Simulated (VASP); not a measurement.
Set up this calculation in VASP 6.6.1, as the native input.

* Task: relaxation of cell and atoms
* Functional: PBE
* Potentials or basis: VASP PAW PBE potentials, release 64 (Ga_d, P)
* Cutoff: 600 eV
* k mesh: 8 × 8 × 8
* Occupations: gaussian, width 0.01 eV
* Spin: no spin polarisation
* Target pressure: 40 GPa
* Dipole correction: no
* Further INCAR settings: ALGO = Normal; EDIFF = 1e-06; IBRION = 2; EDIFFG = -0.001; NSW = 80; ISIF = 3

The structure of GaP lies in POSCAR:

```
GaP
1.0
    0.0000000000      2.7530369381      2.7530369381
    2.7530369381      0.0000000000      2.7530369381
    2.7530369381      2.7530369381      0.0000000000
Ga P
1 1
Direct
    0.0000000000      0.0000000000      0.0000000000
    0.7500000000      0.7500000000      0.7500000000
```

These files were run (other wordings do the same):

INCAR

```
SYSTEM = GaP
  ALGO = Normal
  EDIFF = 1E-6
  EDIFFG = -0.001
  ENCUT = 600
  GGA = PE
  IBRION = 2
  ISIF = 3
  ISMEAR = 0
  LASPH = .True.
  LCHARG = .False.
  LREAL = .False.
  LWAVE = .False.
  NELM = 100
  NSW = 80
  PREC = Accurate
  PSTRESS = 400.0
  SIGMA = 0.01
```

KPOINTS

```
k-points
0
Gamma
  8 8 8
  0 0 0
```

Potentials or basis: VASP PAW PBE potentials, release 64 (Ga_d, P).

The run is started by

```sh
$ cat potpaw_PBE.64/Ga_d/POTCAR potpaw_PBE.64/P/POTCAR > POTCAR
$ mpirun -np 1 vasp_std > vasp.out
```

Results of the run:

The relaxed volume is 15.73 Å³/atom and the relaxed cell is a = 3.544 Å, b = 3.544 Å, c = 3.544 Å, α = 60.00°, β = 60.00°, γ = 60.00°. The space group after relaxing (to 0.05 Å) is F-43m (No. 216) and the energy change on relaxing (the enthalpy is what falls) is +498.1 meV/atom. The ionic steps are 20, the pressure after relaxing is 40.0 GPa and the band gap on the k mesh is 1.00 eV, indirect (least direct gap 3.69 eV).

Caveat: the cell is relaxed towards a set pressure, so the enthalpy falls and the energy may rise; the volume moved by over 15 % at a fixed basis, so the end points are rough.

It took 77 s on 1 thread of Intel(R) Xeon(R) 6975P-C (Granite Rapids), on a shared host, peak memory 0.2 GiB.
